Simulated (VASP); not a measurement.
# TiCo (P4/mmm) in VASP: notebook

The runs below take TiCo through single point, with PBE.

Everything below comes from runs of VASP 6.6.1. Logs are shortened: lines on timing, memory, paths and dates and some standing lists are left out, and cuts for length are marked.

## 1. The cell of the first run

It takes space group P4/mmm (No. 123, tetragonal). Conventional cell: a = 2.986 Å, b = 2.986 Å, c = 2.956 Å, α = 90.00°, β = 90.00°, γ = 90.00°. Ti (site symmetry 4/mmm) has 8 Co at 2.58 Å and 6 Ti at 2.96 to 2.99 Å within 3.4 Å. Co (site symmetry 4/mmm) has 8 Ti at 2.58 Å and 6 Co at 2.96 to 2.99 Å within 3.4 Å.

## 2. Single point, PBE, collinear spin, ferromagnetic start (strain -0.0100 x Voigt [0, 0, 1, 0, 0, 0])

INCAR reads:

```
SYSTEM = TiCo
PREC = Accurate
ENCUT = 520
EDIFF = 1E-6
ISMEAR = 0
SIGMA = 0.15
LREAL = .FALSE.
LASPH = .TRUE.
NELM = 150
ALGO = Fast
ISIF = 2
LWAVE = .FALSE.
LCHARG = .TRUE.
ISPIN = 2
MAGMOM = 0 0.6
LORBIT = 11
LMAXMIX = 4
GGA = PE
LELF = .TRUE.
LVHAR = .TRUE.
NBANDS = 22
```

KPOINTS reads:

```
Automatic mesh
0
G
  16 16 16
  0 0 0
```

POSCAR reads:

```
TiCo
1.0
    2.9861109900      0.0000000000      0.0000000000
    0.0000000000      2.9861109900      0.0000000000
    0.0000000000      0.0000000000      2.9562498801
Ti Co
1 1
Direct
    0.0000000000      0.0000000000      0.0000000000
    0.5000000000      0.5000000000      0.5000000000
```

Potentials or basis: VASP PAW PBE potentials, release 64 (Ti_sv, Co).

Launch:

```
$ cat potpaw_PBE.64/Ti_sv/POTCAR potpaw_PBE.64/Co/POTCAR > POTCAR
$ mpirun -np 1 vasp_std > vasp.out
```

OUTCAR:

```text
SYSTEM = TiCo
   PREC = Accurate
   ENCUT = 520
   EDIFF = 1E-6
   ISMEAR = 0
   LREAL = .FALSE.
   LASPH = .TRUE.
   NELM = 150
   ISIF = 2
   ISPIN = 2
   LORBIT = 11
   GGA = PE

 ion  position               nearest neighbor table
   1  0.000  0.000  0.000-   2 2.58   2 2.58   2 2.58   2 2.58   2 2.58   2 2.58   2 2.58   2 2.58

   2  0.500  0.500  0.500-   1 2.58   1 2.58   1 2.58   1 2.58   1 2.58   1 2.58   1 2.58   1 2.58

  LATTYP: Found a simple tetragonal cell.
 ALAT       =     2.9861109900
 C/A-ratio  =     0.9900000000

  Lattice vectors:

 A1 = (   2.9861109900,   0.0000000000,   0.0000000000)
 A2 = (   0.0000000000,   2.9861109900,   0.0000000000)
 A3 = (   0.0000000000,   0.0000000000,   2.9562498801)

Analysis of symmetry for initial positions (statically):
=====================================================================
 Subroutine PRICEL returns:
 Original cell was already a primitive cell.

 Routine SETGRP: Setting up the symmetry group for a
 simple tetragonal supercell.

 Subroutine GETGRP returns: Found 16 space group operations
 (whereof 16 operations were pure point group operations)
 out of a pool of 16 trial point group operations.

The static configuration has the point symmetry D_4h.

Analysis of symmetry for dynamics (positions and initial velocities):
=====================================================================
 Subroutine PRICEL returns:
 Original cell was already a primitive cell.

 Routine SETGRP: Setting up the symmetry group for a
 simple tetragonal supercell.

 Subroutine GETGRP returns: Found 16 space group operations
 (whereof 16 operations were pure point group operations)
 out of a pool of 16 trial point group operations.

The dynamic configuration has the point symmetry D_4h.

Analysis of structural, dynamic, and magnetic symmetry:
=====================================================================
 Subroutine PRICEL returns:
 Original cell was already a primitive cell.

 Routine SETGRP: Setting up the symmetry group for a
 simple tetragonal supercell.

 Subroutine GETGRP returns: Found 16 space group operations
 (whereof 16 operations were pure point group operations)
 out of a pool of 16 trial point group operations.

The overall configuration has the point symmetry D_4h.

 Subroutine INISYM returns: Found 16 space group operations
 (whereof 16 operations are pure point group operations),
 and found     1 'primitive' translations

----------------------------------------------------------------------------------------

                                     Primitive cell

  volume of cell :      26.3605

  direct lattice vectors                    reciprocal lattice vectors
     2.986110990  0.000000000  0.000000000     0.334883735  0.000000000  0.000000000
     0.000000000  2.986110990  0.000000000     0.000000000  0.334883735  0.000000000
     0.000000000  0.000000000  2.956249880     0.000000000  0.000000000  0.338266398

  length of vectors
     2.986110990  2.986110990  2.956249880     0.334883735  0.334883735  0.338266398

  position of ions in fractional coordinates (direct lattice)
     0.000000000  0.000000000  0.000000000
     0.500000000  0.500000000  0.500000000

  ion indices of the primitive-cell ions
   primitive index   ion index
                 1           1
                 2           2

----------------------------------------------------------------------------------------

 KPOINTS: Automatic mesh

Automatic generation of k-mesh.
 Grid dimensions read from file:
 generate k-points for:   16   16   16

 Generating k-lattice:

  Cartesian coordinates                     Fractional coordinates (reciprocal lattice)
     0.020930233  0.000000000  0.000000000     0.062500000  0.000000000  0.000000000
     0.000000000  0.020930233  0.000000000     0.000000000  0.062500000  0.000000000
     0.000000000  0.000000000  0.021141650     0.000000000  0.000000000  0.062500000

  Length of vectors
     0.020930233  0.020930233  0.021141650

  Shift w.r.t. Gamma in fractional coordinates (k-lattice)
     0.000000000  0.000000000  0.000000000

 Subroutine IBZKPT returns following result:
 ===========================================

 Found    405 irreducible k-points:

 Following reciprocal coordinates:
            Coordinates               Weight
  0.000000  0.000000  0.000000      1.000000
  0.062500  0.000000  0.000000      4.000000
  0.125000  0.000000  0.000000      4.000000
  0.187500  0.000000  0.000000      4.000000
  0.250000  0.000000  0.000000      4.000000
  0.312500  0.000000  0.000000      4.000000
[... 16 lines left out ...]
  0.437500  0.125000  0.000000      8.000000
  0.500000  0.125000  0.000000      4.000000
 [... further k-points ...]
   k-points           NKPTS =    405   k-points in BZ     NKDIM =    405   number of bands    NBANDS=     22
   number of dos      NEDOS =    301   number of ions     NIONS =      2
   total plane-waves  NPLWV =  13824
   dimension x,y,z NGX =    24 NGY =   24 NGZ =   24
   dimension x,y,z NGXF=    48 NGYF=   48 NGZF=   48
   ions per type =               1   1
   NGX,Y,Z   is equivalent  to a cutoff of  13.36, 13.36, 13.50 a.u.
   NGXF,Y,Z  is equivalent  to a cutoff of  26.72, 26.72, 26.99 a.u.
 SYSTEM =  TiCo
   PREC   = accura    normal or accurate (medium, high low for compatibility)
   ISTART =      0    job   : 0-new  1-cont  2-samecut
   ICHARG =      2    charge: 1-file 2-atom 10-const
   ISPIN  =      2    spin polarized calculation?
   LNONCOLLINEAR =      F non collinear calculations
   LSORBIT =      F    spin-orbit coupling
   LASPH  =      T    aspherical Exc in radial PAW
   ENCUT  =  520.0 eV  38.22 Ry    6.18 a.u.   5.55  5.55  5.50*2*pi/ulx,y,z
   NELM   =    150;   NELMIN=  2; NELMDL= -5     # of ELM steps
   EDIFF  = 0.1E-05   stopping-criterion for ELM
   LREAL  =      F    real-space projection
   EDIFFG = 0.1E-04   stopping-criterion for IOM
   NSW    =      0    number of steps for IOM
   IBRION =     -1    ionic relax: 0-MD 1-quasi-New 2-CG
   NFREE  =      0    steps in history (QN), initial steepest desc. (CG)
   ISIF   =      2    stress and relaxation
   ISYM   =      2    0-nonsym 1-usesym 2-fastsym
   POTIM  = 0.5000    time-step for ionic-motion
   TEBEG  =    0.0;   TEEND  =   0.0 temperature during run
   PSTRESS=    0.0 pullay stress
   NELECT =      21.0000    total number of electrons
   NUPDOWN=      -1.0000    fix difference up-down
   EMIN   =  10.00;   EMAX   =-10.00  energy-range for DOS
   EFERMI =   0.00;   METHOD = LEGACY
   ISMEAR =     0;   SIGMA  =   0.15  broadening in eV -4-tet -1-fermi 0-gaus
   EFERMI_NEDOS =   21; number of points for ismear=-14 and -15
   IALGO  =     68    algorithm
   IMIX   =      4    mixing-type and parameters
     AMIX     =   0.40;   BMIX     =  1.00
     AMIX_MAG =   1.60;   BMIX_MAG =  1.00
  volume/ion in A,a.u.               =      13.18        88.94
  Fermi-wavevector in a.u.,A,eV,Ry     =   1.517622  2.867890 31.336615  2.303176
  Thomas-Fermi vector in A             =   2.626853
   LORBIT       =     11    0 simple, 1 ext, 2 COOP (PROOUT), +10 PAW based schemes
   GGA     = PE    functional components
   LHFCALC =     F    Hartree Fock is set to
   AEXX    =    0.0000 exact exchange contribution
   IVDW    =     0    specifies the selected vdW correction
   LEPSILON=     F    determine dielectric tensor
   LRPA    =     F    only Hartree local field effects (RPA)
 spin polarized calculation
 RMM-DIIS sequential band-by-band and
 Gauss-broadening in eV      SIGMA  =   0.15
  energy-cutoff  :      520.00
  volume of cell :       26.36
 maximum number of plane-waves:       739
 NGX is ok and might be reduce to    24
   NGX = 11   NGY = 11   NGZ = 11

 number of electron      20.9999986 magnetization       0.8418987

 Free energy of the ion-electron system (eV)
  ---------------------------------------------------
  ext. energy  EPLUGINS =         0.00000000
  ---------------------------------------------------
  free energy    TOTEN  =       -15.68436196 eV

  energy without entropy =      -15.66441545  energy(sigma->0) =      -15.67438871

 E-fermi :  10.0523     XC(G=0): -12.6287

 val. band max:       10.0515304490   @ k =   0.5000   0.1875   0.0000
 cond. band min:      10.0534705729   @ k =   0.5000   0.5000   0.3750
 fundamental gap:      0.0019401239
 Fermi energy:        10.0522819292

 spin component 1

 k-point     1 :       0.0000    0.0000    0.0000
  band No.  band energies     occupation
      1     -47.0823      1.00000
      2     -23.1761      1.00000
      3     -23.1761      1.00000
      4     -23.1621      1.00000
      5       2.3319      1.00000
      6       5.8334      1.00000
[... 14 lines left out ...]
     21      29.6089      0.00000
     22      31.0108      0.00000

 k-point     2 :       0.0625    0.0000    0.0000
  band No.  band energies     occupation
      1     -47.0811      1.00000
      2     -23.1878      1.00000
      3     -23.1753      1.00000
      4     -23.1613      1.00000
      5       2.4098      1.00000
      6       5.8673      1.00000
[... 14 lines left out ...]
     21      29.9772      0.00000
     22      30.8183      0.00000

 k-point     3 :       0.1250    0.0000    0.0000
  band No.  band energies     occupation
      1     -47.0776      1.00000
      2     -23.2208      1.00000
      3     -23.1729      1.00000
      4     -23.1589      1.00000
      5       2.6400      1.00000
      6       5.9632      1.00000
[... 14 lines left out ...]
     21      30.3266      0.00000
     22      31.0540      0.00000
[... 476 lines left out ...]
 k-point    23 :       0.4375    0.1250    0.0000
  band No.  band energies     occupation
      1     -47.0475      1.00000
      2     -23.4580      1.00000
      3     -23.1960      1.00000
      4     -23.1372      1.00000
      5       5.4957      1.00000
      6       6.4629      1.00000
[... 14 lines left out ...]
     21      27.9122      0.00000
     22      28.7572      0.00000

 k-point    24 :       0.5000    0.1250    0.0000
  band No.  band energies     occupation
      1     -47.0462      1.00000
      2     -23.4690      1.00000
      3     -23.1950      1.00000
      4     -23.1363      1.00000
      5       5.7934      1.00000
      6       6.3531      1.00000
[... 14 lines left out ...]
     21      27.0630      0.00000
     22      28.5937      0.00000

 [... further k-points ...]

 spin component 2

 k-point     1 :       0.0000    0.0000    0.0000
  band No.  band energies     occupation
      1     -47.0905      1.00000
      2     -23.1861      1.00000
      3     -23.1861      1.00000
      4     -23.1694      1.00000
      5       2.3256      1.00000
      6       6.4800      1.00000
[... 14 lines left out ...]
     21      29.9132      0.00000
     22      30.9035      0.00000

 k-point     2 :       0.0625    0.0000    0.0000
  band No.  band energies     occupation
      1     -47.0893      1.00000
      2     -23.1978      1.00000
      3     -23.1852      1.00000
      4     -23.1686      1.00000
      5       2.4036      1.00000
      6       6.5165      1.00000
[... 14 lines left out ...]
     21      30.0205      0.00000
     22      30.6941      0.00000

 k-point     3 :       0.1250    0.0000    0.0000
  band No.  band energies     occupation
      1     -47.0858      1.00000
      2     -23.2312      1.00000
      3     -23.1829      1.00000
      4     -23.1662      1.00000
      5       2.6344      1.00000
      6       6.6185      1.00000
[... 14 lines left out ...]
     21      30.2161      0.00000
     22      30.9719      0.00000
[... 476 lines left out ...]
 k-point    23 :       0.4375    0.1250    0.0000
  band No.  band energies     occupation
      1     -47.0554      1.00000
      2     -23.4708      1.00000
      3     -23.2063      1.00000
      4     -23.1444      1.00000
      5       5.6196      1.00000
      6       6.7017      1.00000
[... 14 lines left out ...]
     21      27.9719      0.00000
     22      28.7362      0.00000

 k-point    24 :       0.5000    0.1250    0.0000
  band No.  band energies     occupation
      1     -47.0542      1.00000
      2     -23.4819      1.00000
      3     -23.2053      1.00000
      4     -23.1435      1.00000
      5       6.0995      1.00000
      6       6.3503      1.00000
[... 14 lines left out ...]
     21      27.0916      0.00000
     22      28.4770      0.00000

 [... further k-points ...]

------------------------ aborting loop because EDIFF is reached ----------------------------------------

  FORCE on cell =-STRESS in cart. coord.  units (eV):
  Direction    XX          YY          ZZ          XY          YZ          ZX
  --------------------------------------------------------------------------------------
  -------------------------------------------------------------------------------------
  Total        0.0955521      0.0955521      0.3108202      0.0000000      0.0000000      0.0000000
  in kB        5.8076171      5.8076171     18.8915178      0.0000000      0.0000000      0.0000000
  external PRESSURE =      10.1689173 kB  Pullay stress =       0.0000000 kB

 VOLUME and BASIS-vectors are now :
 -----------------------------------------------------------------------------
  energy-cutoff  :      520.00
  volume of cell :       26.36
      direct lattice vectors                 reciprocal lattice vectors
     2.986110990  0.000000000  0.000000000     0.334883735  0.000000000  0.000000000
     0.000000000  2.986110990  0.000000000     0.000000000  0.334883735  0.000000000
     0.000000000  0.000000000  2.956249880     0.000000000  0.000000000  0.338266398

 POSITION                                       TOTAL-FORCE (eV/Angst)
 -----------------------------------------------------------------------------------
      0.00000      0.00000      0.00000         0.000000      0.000000      0.000000
      1.49306      1.49306      1.47812         0.000000      0.000000      0.000000
 -----------------------------------------------------------------------------------
    total drift:                                0.000000      0.000000     -0.000000

  FREE ENERGIE OF THE ION-ELECTRON SYSTEM (eV)
  ---------------------------------------------------
  free  energy   TOTEN  =       -15.6843619648 eV

  energy  without entropy=      -15.6644154506  energy(sigma->0) =      -15.67438871

 total charge

# of ion       s       p       d       tot
------------------------------------------
    1        2.250   6.184   1.866  10.299
    2        0.530   0.466   7.309   8.305
--------------------------------------------------
tot          2.779   6.650   9.175  18.604

 magnetization (x)

# of ion       s       p       d       tot
------------------------------------------
    1       -0.002  -0.012  -0.012  -0.027
    2        0.028  -0.005   0.893   0.916
--------------------------------------------------
tot          0.026  -0.017   0.881   0.889
```

It took 5.1 min on 1 thread of Intel Xeon Platinum 8488C (Sapphire Rapids), shared host; peak memory 0.45 GiB.

Results:

| Quantity | Value |
| --- | --- |
| Free energy | -15.6844 eV |
| Pressure | 1.0 GPa |
| Net moment | 0.84 μB per cell |
| Site moments | Ti -0.03; Co +0.92 μB |
| Valence electrons inside the program's atomic spheres | Ti 10.30; Co 8.30 |

Stress tensor (GPa, compression positive):
```
0.58 0.00 0.00
0.00 0.58 0.00
0.00 0.00 1.89
```

Levels at points of the mesh, in eV from the Fermi level:
Spin up:
| k point | band 9 | band 10 | band 11 | band 12 | band 13 | band 14 |
| --- | --- | --- | --- | --- | --- | --- |
| (0.00, 0.00, 0.00) | -1.86 | -1.86 | 0.46 | 0.52 | 2.70 | 2.71 |
| (0.50, 0.00, 0.00) | -1.96 | -1.51 | -0.73 | -0.61 | 0.65 | 0.74 |
| (0.50, 0.50, 0.00) | -1.50 | -0.80 | 0.60 | 0.60 | 1.06 | 2.49 |
| (0.00, 0.00, 0.50) | -2.00 | -1.53 | -0.68 | -0.51 | 0.63 | 0.63 |
| (0.50, 0.00, 0.50) | -1.48 | -0.74 | 0.67 | 0.69 | 1.15 | 2.46 |
| (0.50, 0.50, 0.50) | -2.12 | -2.07 | -1.47 | -1.44 | 3.21 | 3.26 |
Spin down:
| k point | band 8 | band 9 | band 10 | band 11 | band 12 | band 13 |
| --- | --- | --- | --- | --- | --- | --- |
| (0.00, 0.00, 0.00) | -1.37 | -1.32 | -1.32 | 1.01 | 1.07 | 2.80 |
| (0.50, 0.00, 0.00) | -1.42 | -1.39 | -0.89 | -0.83 | 0.57 | 0.65 |
| (0.50, 0.50, 0.00) | -2.27 | -0.03 | 0.25 | 0.57 | 0.57 | 1.22 |
| (0.00, 0.00, 0.50) | -1.43 | -1.43 | -0.91 | -0.79 | 0.64 | 0.64 |
| (0.50, 0.00, 0.50) | -2.34 | -0.01 | 0.32 | 0.64 | 0.67 | 1.31 |
| (0.50, 0.50, 0.50) | -2.12 | -2.12 | -2.08 | 0.01 | 0.04 | 3.15 |

Caveat: the cell differs from its parent crystal (strain -0.0100 x Voigt [0, 0, 1, 0, 0, 0]).

## 3. Single point, PBE, collinear spin, ferromagnetic start (strain -0.0400 x Voigt [0, 0, 1, 0, 0, 0])

INCAR reads:

```
SYSTEM = TiCo
ALGO     = Normal         ! electronic algorithm
EDIFF    = 1E-6           ! SCF threshold, eV
ENCUT    = 520            ! plane-wave cutoff, eV
GGA      = PE             ! functional
ISIF     = 2              ! what is computed and relaxed
ISMEAR   = 0              ! smearing method
ISPIN    = 2              ! spin polarisation
LASPH    = .TRUE.         ! aspherical terms in the spheres
LCHARG   = .TRUE.         ! write CHGCAR
LELF     = .TRUE.         ! ELF
LMAXMIX  = 4              ! l up to which the mixer works
LORBIT   = 11             ! projections on sites
LREAL    = .FALSE.        ! projectors in reciprocal space
LVHAR    = .TRUE.       
LWAVE    = .FALSE.        ! write WAVECAR
MAGMOM   = 0 0.6          ! initial moments
NBANDS   = 22             ! bands
NELM     = 150            ! most SCF steps
PREC     = Accurate       ! precision mode
SIGMA    = 0.15           ! smearing width, eV
```

KPOINTS reads:

```
k-points
0
G
  16 16 16
  0 0 0
```

POSCAR: that of step 2 with these lines changed.

```diff
@@ -4,3 +4,3 @@
     0.0000000000      2.9861109900      0.0000000000
-    0.0000000000      0.0000000000      2.9562498801
+    0.0000000000      0.0000000000      2.8666665504
 Ti Co
```

Potentials or basis: VASP PAW PBE potentials, release 64 (Ti_sv, Co).

Launch:

```
$ cat potpaw_PBE.64/Ti_sv/POTCAR potpaw_PBE.64/Co/POTCAR > POTCAR
$ mpirun -np 1 vasp_std > vasp.out
```

Wall time 4.1 min (1 thread of Intel Xeon Platinum 8488C (Sapphire Rapids), shared host); peak memory 0.44 GiB.

It converged, with:

```
Free energy                                           : -15.6560 eV
Pressure                                              : 6.2 GPa
Net moment                                            : 0.74 μB per cell
Site moments                                          : Ti -0.01; Co +0.78 μB
Valence electrons inside the program's atomic spheres : Ti 10.35; Co 8.36
```

Stress tensor (GPa, compression positive):
```
4.57 0.00 0.00
0.00 4.57 0.00
0.00 0.00 9.49
```

Levels at points of the mesh, in eV from the Fermi level:
Spin up:
| k point | band 9 | band 10 | band 11 | band 12 | band 13 | band 14 |
| --- | --- | --- | --- | --- | --- | --- |
| (0.00, 0.00, 0.00) | -1.79 | -1.79 | 0.40 | 0.69 | 2.79 | 2.84 |
| (0.50, 0.00, 0.00) | -1.85 | -1.43 | -0.85 | -0.56 | 0.57 | 0.96 |
| (0.50, 0.50, 0.00) | -1.42 | -0.84 | 0.50 | 0.50 | 0.91 | 2.65 |
| (0.00, 0.00, 0.50) | -2.03 | -1.52 | -0.66 | -0.15 | 0.50 | 0.50 |
| (0.50, 0.00, 0.50) | -1.35 | -0.55 | 0.79 | 0.87 | 1.31 | 2.51 |
| (0.50, 0.50, 0.50) | -2.26 | -2.06 | -1.38 | -1.28 | 3.25 | 3.45 |
Spin down:
| k point | band 8 | band 9 | band 10 | band 11 | band 12 | band 13 |
| --- | --- | --- | --- | --- | --- | --- |
| (0.00, 0.00, 0.00) | -1.53 | -1.32 | -1.32 | 0.88 | 1.18 | 2.90 |
| (0.50, 0.00, 0.00) | -1.51 | -1.36 | -0.92 | -0.91 | 0.45 | 0.59 |
| (0.50, 0.50, 0.00) | -2.22 | -0.17 | 0.07 | 0.48 | 0.48 | 1.07 |
| (0.00, 0.00, 0.50) | -1.55 | -1.55 | -0.99 | -0.75 | 0.52 | 0.52 |
| (0.50, 0.00, 0.50) | -2.51 | -0.10 | 0.39 | 0.75 | 0.87 | 1.44 |
| (0.50, 0.50, 0.50) | -2.25 | -2.25 | -2.06 | -0.12 | 0.00 | 3.20 |

Caveat: the cell differs from its parent crystal (strain -0.0400 x Voigt [0, 0, 1, 0, 0, 0]); the cell stands under pressure.
